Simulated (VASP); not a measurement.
**NiO2: single point with PBEsol**

NiO2:

```
Ni O
1.0
     2.74782    0.00000    0.00000
    -1.37391    2.37968    0.00000
     0.00000    0.00000    5.10436
Ni O
1 2
Cartesian
  0.0000 0.0000 2.5522
  1.3739 0.7932 3.5101
  0.0000 1.5865 1.5943
```

This cell differs from its parent crystal: c/a of the conventional cell at fixed volume 1.8576.

| Item | Value |
| --- | --- |
| Program | VASP 6.6.1 |
| Task | single point |
| Functional | PBEsol |
| Potentials or basis | VASP PAW PBE potentials, release 64 (Ni_sv_GW, O) |
| Cutoff | 700 eV |
| k mesh | 12 × 12 × 6 |
| Occupations | gaussian, width 0.05 eV |
| Spin | no spin polarisation |

- Pressure: 2.5 GPa
- Largest force: 0.103 eV/Å
- Band gap on the k mesh: 1.14 eV (least direct gap 1.34 eV)

Forces in eV/Å, atoms in the order of the input:
```
Ni   0.000  0.000  0.000
O    0.000  0.000 -0.103
O    0.000  0.000  0.103
```

Stress tensor (GPa, compression positive):
```
 4.48  0.00  0.00
 0.00  4.48  0.00
 0.00  0.00 -1.60
```

Levels at points of the mesh, in eV from the valence-band top:
| k point | band 11 | band 12 | band 13 | band 14 | band 15 | band 16 | band 17 | band 18 | band 19 | band 20 |
| --- | --- | --- | --- | --- | --- | --- | --- | --- | --- | --- |
| (0.00, 0.00, 0.00) | -2.14 | -1.11 | -1.02 | -1.02 | -0.32 | 2.39 | 2.39 | 7.64 | 11.19 | 13.36 |
| (0.50, 0.00, 0.00) | -2.70 | -2.08 | -1.67 | -1.65 | -0.95 | 1.79 | 2.29 | 12.46 | 13.61 | 13.84 |
| (0.00, 0.00, 0.50) | -2.14 | -1.84 | -1.03 | -1.03 | -0.12 | 2.40 | 2.40 | 9.52 | 9.72 | 12.72 |
| (0.50, 0.00, 0.50) | -2.68 | -1.81 | -1.67 | -1.67 | -0.99 | 1.79 | 2.26 | 11.90 | 12.97 | 14.64 |

It took 69 s on 1 thread of AMD EPYC 9R45 96-Core Processor (Zen 5), with other jobs on the host, peak memory 0.24 GiB.

Caveat: the stress differs along the axes, from -2 to 4 GPa; the PAW data sets were made with another functional, which shifts forces and pressure a little; the run has no spin polarisation, though such a crystal can be magnetic. A k mesh can miss the band edges.
